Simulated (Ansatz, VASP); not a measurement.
**Two plane-wave programs on MgO**

```
CELL_PARAMETERS angstrom
4.40229 0.15968 0.01966
-0.15968 -4.32479 0.03433
-0.01966 0.03433 -4.16398
ATOMIC_POSITIONS crystal
Mg 0.01444 0.54747 0.55279
Mg 0.47162 0.05517 0.46511
Mg 0.42710 0.47936 0.96171
Mg 0.02703 0.99553 0.96686
O 0.52675 0.96989 0.02075
O 0.00547 0.49388 0.95710
O 0.98987 0.02596 0.56870
O 0.53772 0.43273 0.50697
```

Change from the starting cell: all atoms moved at random (sigma 0.15 Å a component), cell strained at random (sigma 0.05).

Alike in both runs: task single point; functional PBE; k mesh 6 × 6 × 6; occupations gaussian, width 0.05 eV; no spin polarisation.

|  | VASP | Ansatz |
| --- | --- | --- |
| version | VASP 6.6.1 | Ansatz 0.2.0 |
| potentials or method | VASP PAW PBE potentials, release 64 (Mg, O), cutoff 520 eV | scalar-relativistic, plane waves, PAW |
| valence electrons in the cell | 32 | 64 |

VASP gave:

- gap on the k mesh at the Fermi level (eV): 3.54
- least direct gap on the mesh (eV): 3.54
- pressure (GPa): 22.7
- traceless stress, the component that is largest in VASP (GPa): -21.78
- rms of the force components (eV/Å): 3.596

Estimate Ansatz's values.

gap on the k mesh at the Fermi level (eV): 3.56; least direct gap on the mesh (eV): 3.56; pressure (GPa): 22.6; traceless stress, the component that is largest in VASP (GPa): -21.20; rms of the force components (eV/Å): 3.507.

Atom by atom the forces differ by 0.093 eV/Å (rms over components). With one functional, cell and mesh, what is left measures potentials, basis and numerics. VASP's potentials hold 32 valence electrons a cell and Ansatz's 64, so a difference there can come from the potentials and not from the codes.
